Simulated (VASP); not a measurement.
Write the native input for VASP 6.6.1 that does the following.

```
Task                   : single point
Functional             : PBE
Potentials or basis    : VASP PAW PBE potentials, release 64 (C)
Cutoff                 : 520 eV
k mesh                 : 14 × 14 × 14
Occupations            : gaussian, width 0.02 eV
Spin                   : no spin polarisation
Dipole correction      : no
Further INCAR settings : ALGO = Normal; EDIFF = 1e-06; NBANDS = 11
```

The structure of C lies in POSCAR:

```
C
1.0
    0.0000000000      2.1360350402      4.3088667325
    1.2332418407      0.0000000000      4.3088667325
    1.2332418407      2.1360350402      0.0000000000
C
2
Direct
    0.6666711110      0.3333288890      0.6666711110
    0.3333288890      0.6666711110      0.3333288890
```

The input as run:

INCAR

```
PREC = Accurate
ENCUT = 520
EDIFF = 1E-6
ISMEAR = 0
SIGMA = 0.02
LREAL = False
LASPH = True
NELM = 80
ALGO = Normal
ISIF = 2
LWAVE = False
LCHARG = False
GGA = PE
NBANDS = 11
```

KPOINTS

```
Automatic mesh
0
Gamma
  14 14 14
```

Potentials or basis: VASP PAW PBE potentials, release 64 (C).

Launch:

```sh
$ cat potpaw_PBE.64/C/POTCAR > POTCAR
$ mpirun -np 1 vasp_std > vasp.out
```

Results of the run:

* Pressure: 0.4 GPa
* Band gap on the k mesh: 1.04 eV, indirect (least direct gap 1.09 eV)

Run time: 63 s on 1 thread of Intel(R) Xeon(R) 6975P-C (Granite Rapids), with other jobs on the host, peak memory 0.21 GiB.
